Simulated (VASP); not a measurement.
Crystal: Co.

```xyz
2
Lattice="2.4215 0.0000 0.0000 -1.2108 2.0971 0.0000 0.0000 0.0000 3.9391" Properties=species:S:1:pos:R:3 pbc="T T T"
Co    1.2108    0.6990    2.9543
Co    0.0000    1.3981    0.9848
```

This cell differs from its parent crystal: volume scaled by 0.94.

Base run:

* Program: VASP 6.6.1
* Functional: PBEsol
* Potentials or basis: VASP PAW PBE potentials, release 64 (Co)
* Cutoff: 520 eV
* k mesh: 12 × 12 × 7
* Occupations: fermi-dirac, width 0.05 eV
* Spin: collinear spin, ferromagnetic start
* Starting moments: [2.0, 2.0] μB

Its results: pressure 7.9 GPa; net moment 3.02 μB per cell; site moments Co +1.51 μB.

Task: The run is repeated on the same cell with these changes: functional from PBEsol to LDA; potentials or basis from VASP PAW PBE potentials, release 64 (Co) to VASP PAW LDA potentials, release 64 (Co). What comes out?

Result: Pressure -1.1 GPa; net moment 2.96 μB per cell; site moments Co +1.47 μB.

Caveats: the PAW data sets were made with another functional, which shifts forces and pressure a little (some runs).
